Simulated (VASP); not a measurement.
Input of a VASP 6.6.1 run:

Contents of INCAR:

```
PREC = Accurate ; ENCUT = 520
EDIFF = 1E-6 ; ISMEAR = -1
SIGMA = 0.05 ; LREAL = F
LASPH = T ; NELM = 60
ALGO = Normal ; ISIF = 2
LWAVE = F ; LCHARG = F
GGA = RE ; IVDW = 13
NBANDS = 16
```

KPOINTS

```
Automatic mesh
0
Gamma
  10 10 10
```

File POSCAR:

```
GaN
1.0
    0.0000000000      2.2386576365      2.2386576365
    2.2386576365      0.0000000000      2.2386576365
    2.2386576365      2.2386576365      0.0000000000
Ga N
1 1
Direct
    0.0000000000      0.0000000000      0.0000000000
    0.2500000000      0.2500000000      0.2500000000
```

Potentials or basis: VASP PAW PBE potentials, release 64 (Ga_d, N).

Run with:

```sh
$ cat potpaw_PBE.64/Ga_d/POTCAR potpaw_PBE.64/N/POTCAR > POTCAR
$ mpirun -np 1 vasp_std > vasp.out
```

(1) Predict the dispersion energy per atom.

(2) What does it give for the pressure?

(3) What does it give for the band gap on the k mesh?

Results:

(1) -0.739 eV.

(2) 0.0 GPa.

(3) 1.89 eV, direct.

Caveat: the PAW data sets were made with another functional, which shifts forces and pressure a little.
